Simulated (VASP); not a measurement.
# Rh: relaxation of cell and atoms with r2SCAN

Crystal: Rh.

```
CELL_PARAMETERS angstrom
2.69466 0.00000 0.00000
-1.34733 2.33365 0.00000
0.00000 0.00000 4.33417
ATOMIC_POSITIONS crystal
Rh 0.66667 0.33333 0.75000
Rh 0.33333 0.66667 0.25000
```

This isn't the form of Rh at room conditions, which is fcc.

| Item | Value |
| --- | --- |
| Program | VASP 6.6.1 |
| Task | relaxation of cell and atoms |
| Functional | r2SCAN |
| Potentials or basis | VASP PAW PBE potentials, release 64 (Rh_pv) |
| Cutoff | 600 eV |
| k mesh | 18 × 18 × 10 |
| Occupations | gaussian, width 0.1 eV |
| Spin | no spin polarisation |
| Target pressure | 1 GPa |
| Dipole correction | no |
| Further INCAR settings | ALGO = Normal; EDIFF = 1e-07; IBRION = 2; EDIFFG = -0.008; NSW = 70; ISIF = 3 |

| Property | Result |
| --- | --- |
| Relaxed volume | 13.77 Å³/atom |
| Relaxed cell | a = 2.704 Å, b = 2.704 Å, c = 4.350 Å, α = 90.00°, β = 90.00°, γ = 120.00° |
| Space group after relaxing (to 0.1 Å) | P6_3/mmc (No. 194) |
| Energy change on relaxing (the run minimises the enthalpy) | -2.2 meV/atom |
| Ionic steps | 3 |
| Pressure after relaxing | 1.0 GPa |
| Band gap on the k mesh | zero (bands 15 and 16 overlap by 2.48 eV) |

The path:
| step | energy change (eV) | largest force (eV/Å) | pressure (GPa) | volume (Å³) |
| --- | --- | --- | --- | --- |
| 1 | 0.0000 | 0.0000 | 4.06 | 27.25 |
| 2 | 0.0083 | 0.0000 | -6.18 | 28.29 |
| 3 | -0.0045 | 0.0000 | 0.99 | 27.54 |

Final structure:
```xyz
2
Lattice="2.7039 0.0000 0.0000 -1.3520 2.3417 0.0000 0.0000 0.0000 4.3499" Properties=species:S:1:pos:R:3 pbc="T T T"
Rh    1.3520    0.7806    3.2624
Rh    0.0000    1.5611    1.0875
```

Levels at points of the mesh, in eV from the Fermi level:
```tsv
k point	band 12	band 13	band 14	band 15	band 16	band 17	band 18	band 19
(0.00, 0.00, 0.00)	-2.61	-2.61	-2.05	-2.05	0.12	0.12	0.93	9.13
(0.50, 0.00, 0.00)	-2.30	-2.21	0.40	0.64	0.72	3.17	5.39	10.90
(0.00, 0.00, 0.50)	-3.29	-3.29	-3.29	-0.47	-0.47	-0.47	-0.47	15.58
(0.50, 0.00, 0.50)	-1.77	-0.31	-0.31	0.60	0.60	2.85	2.85	9.78
```

It took 16 min on 1 thread of Intel Xeon 8259CL, with other jobs on the host, peak memory 0.27 GiB.

Caveat: the cell is relaxed towards a set pressure, so the run minimises the enthalpy, not the energy; the PAW data sets were made with another functional, which shifts forces and pressure a little.
